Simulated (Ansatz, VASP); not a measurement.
GaSb in VASP and in Ansatz

Contents of INCAR:

```
SYSTEM = GaSb
PREC     = Accurate       ! precision mode
ENCUT    = 520            ! plane-wave cutoff, eV
EDIFF    = 1E-7           ! SCF threshold, eV
ISMEAR   = 0              ! smearing method
SIGMA    = 0.15           ! smearing width, eV
LREAL    = .FALSE.        ! projectors in reciprocal space
LASPH    = .TRUE.         ! aspherical terms in the spheres
NELM     = 100            ! most SCF steps
ALGO     = Normal         ! electronic algorithm
ISIF     = 2              ! what is computed and relaxed
LWAVE    = .FALSE.        ! write WAVECAR
LCHARG   = .FALSE.        ! write CHGCAR
GGA      = PS             ! functional
NBANDS   = 16             ! bands
```

The input KPOINTS:

```
regular mesh
0
G
  18 18 18
  0 0 0
```

File POSCAR:

```
GaSb
1.0
    0.0000000000      2.9792237448      3.1320044496
    2.9792237448      0.0000000000      3.1320044496
    2.9792237448      2.9792237448      0.0000000000
Ga Sb
1 1
Direct
    0.0000000000      0.0000000000      0.0000000000
    0.7500000000      0.7500000000      0.7500000000
```

Input for Ansatz:

```yaml
crystal:
  lattice:
    - [0.0, 2.9792237448, 3.1320044496]
    - [2.9792237448, 0.0, 3.1320044496]
    - [2.9792237448, 2.9792237448, 0.0]
  atoms:
    - { symbol: Ga, position: [0.0, 0.0, 0.0] }
    - { symbol: Sb, position: [0.75, 0.75, 0.75] }
basis:
  ecutwfc: 420
kpoints:
  mp_grid: { grid: [18, 18, 18] }
hamiltonian:
  xc: pbesol
scf:
  occupations: { method: gaussian, width: 0.15 }
output:
  forces: true
  stress: true
  eigenvalues: true
```

Change from the starting cell: strain -0.025 along x and y, +0.025 along z, atoms carried along.

Alike in both runs: task single point; functional PBEsol; k mesh 18 × 18 × 18; occupations gaussian, width 0.15 eV; no spin polarisation.

|  | VASP | Ansatz |
| --- | --- | --- |
| version | VASP 6.6.1 | Ansatz 0.2.0 |
| potentials or method | VASP PAW PBE potentials, release 64 (Ga_d, Sb), cutoff 520 eV | scalar-relativistic, plane waves, PAW |
| valence electrons in the cell | 18 | 28 |

|  | VASP | Ansatz | Ansatz less VASP |
| --- | --- | --- | --- |
| pressure (GPa) | 1.5 | 1.4 | -0.10 |
| traceless stress, the component that is largest in VASP (GPa) | -1.63 | -1.63 | 0.000 |

VASP's potentials were made for PBE, not for PBEsol. VASP's potentials hold 18 valence electrons a cell and Ansatz's 28, so a difference there can come from the potentials and not from the codes.

Spin-orbit coupling is off throughout.
